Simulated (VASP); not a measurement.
Si (a cell with a defect), 63 atoms in the cell. The cell holds a defect, 63 atoms: a = 10.860 Å, b = 10.860 Å, c = 10.860 Å, α = 90.00°, β = 90.00°, γ = 90.00°. 

| Item | Value |
| --- | --- |
| Program | VASP 6.6.1 |
| Task | single point |
| Functional | PBE |
| Potentials or basis | VASP PAW PBE potentials, release 64 (Si) |
| Cutoff | 520 eV |
| k mesh | 1 × 1 × 1 |
| Occupations | gaussian, width 0.02 eV |
| Spin | collinear spin |
| Dipole correction | no |
| Charge | -1 |
| Further INCAR settings | LREAL = Auto; ALGO = Normal; EDIFF = 1e-06; NBANDS = 167; NELECT = 253.0 |

Potentials or basis: VASP PAW PBE potentials, release 64 (Si).

The run is started by

```sh
$ cat potpaw_PBE.64/Si/POTCAR > POTCAR
$ mpirun -np 1 vasp_gam > vasp.out
```

Hardware: 1 thread of AMD EPYC 7R43 64-Core Processor (Zen 3) (shared host).

**Question.** Estimate the wall time of this run.

**Answer.** Wall time 18 min on 1 thread of AMD EPYC 7R43 64-Core Processor (Zen 3), with other jobs on the host, peak memory 1.5 GiB. Counts: scf iterations 18, k points 1.
